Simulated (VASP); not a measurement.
Runs of VASP 6.6.1 on BiTe. The structure is that of space group Fm-3m (No. 225), or close to it. The cells are those of the table. 

```csv
task,level,cell,gap on the mesh (eV),pressure (GPa)
single point,PBEsol,"a = 4.525 Å, angles 60.0°, 2 atoms",none,0.0
single point,r2SCAN,"a = 4.578 Å, angles 60.0°, 2 atoms",none,-0.1
single point,r2SCAN,"a = 4.668 Å, angles 60.0°, 2 atoms",none,-2.7
single point,r2SCAN,"a = 4.609 Å, angles 60.0°, 2 atoms",none,-1.1
single point,r2SCAN,"a = 4.485 Å, angles 60.0°, 2 atoms",none,3.5
single point,r2SCAN,"a = 4.639 Å, angles 60.0°, 2 atoms",none,(a)
single point,r2SCAN,"a = 4.517 Å, angles 60.0°, 2 atoms",none,2.2
single point,PBE,"a = 4.601 Å, angles 60.0°, 2 atoms",none,-0.1
relaxation of the atoms,r2SCAN,"atoms relaxed from a = 4.578 Å, angles 60.0°, 2 atoms",none,-0.1
single point,r2SCAN,"a = 4.548 Å, angles 60.0°, 2 atoms",none,(b)
```

Alike in all rows: potentials or basis VASP PAW PBE potentials, release 64 (Bi_d, Te); no spin polarisation; k mesh 9 × 9 × 9; cutoff (eV) 520; smearing fermi-dirac 0.1 eV.

Question: Estimate the missing entries.

Answer: (a) -1.9; (b) 1.0.

Caveats: spin-orbit coupling is left out, which moves the levels of the heavy elements; the PAW data sets were made with another functional, which shifts forces and pressure a little (some runs); the relaxation stopped at its first step, so nothing moved (some runs).

A k mesh can miss the band edges, and the runs leave out spin-orbit coupling on Bi, Te.

A gap of «none» marks levels without a gap at the run's occupations.
